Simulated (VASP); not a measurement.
Wanted: the native input for a VASP 6.6.1 run.

```
Task                   : single point
Functional             : PBEsol
Potentials or basis    : VASP PAW PBE potentials, release 64 (Ge_d)
Cutoff                 : 520 eV
k mesh                 : 12 × 12 × 8
Occupations            : gaussian, width 0.15 eV
Spin                   : no spin polarisation
Dipole correction      : no
Further INCAR settings : ALGO = Normal; EDIFF = 1e-06; NBANDS = 36
```

The structure of Ge lies in POSCAR:

```
Ge
1.0
    3.9969678642      0.0000000000      0.0000000000
   -1.9984839321      3.4614757085      0.0000000000
    0.0000000000      0.0000000000      6.3984741790
Ge
4
Direct
    0.6666666667      0.3333333333      0.0629118565
    0.3333333333      0.6666666667      0.5629118565
    0.6666666667      0.3333333333      0.4370881435
    0.3333333333      0.6666666667      0.9370881435
```

This cell differs from its parent crystal: strain +0.000 along x and y, -0.030 along z.

The input as run:

INCAR

```
ALGO     = Normal         # electronic algorithm
EDIFF    = 1E-6           # SCF threshold, eV
ENCUT    = 520            # plane-wave cutoff, eV
GGA      = PS             # functional
ISIF     = 2              # what is computed and relaxed
ISMEAR   = 0              # smearing method
LASPH    = True           # aspherical terms in the spheres
LCHARG   = False          # write CHGCAR
LREAL    = False          # projectors in reciprocal space
LWAVE    = False          # write WAVECAR
NBANDS   = 36             # bands
NELM     = 60             # most SCF steps
PREC     = Accurate       # precision mode
SIGMA    = 0.15           # smearing width, eV
```

KPOINTS

```
k-points
0
Gamma
  12 12 8
```

Potentials or basis: VASP PAW PBE potentials, release 64 (Ge_d).

Command:

```sh
$ cat potpaw_PBE.64/Ge_d/POTCAR > POTCAR
$ mpirun -np 1 vasp_std > vasp.out
```

Results of the run:

```yaml
Pressure: 2.2 GPa
Largest_force: 0.348 eV/Å
Band_gap_on_the_k_mesh: zero (band 28 reaches 5.28 eV, above the bottom of band 29 at 5.02 eV)
```

Caveat: the cell differs from its parent crystal (strain +0.000 along x and y, -0.030 along z); the PAW data sets were made with another functional, which shifts forces and pressure a little.

It took 3.9 min on 1 thread of AMD EPYC 7R43 64-Core Processor (Zen 3) (shared host), peak memory 0.3 GiB.
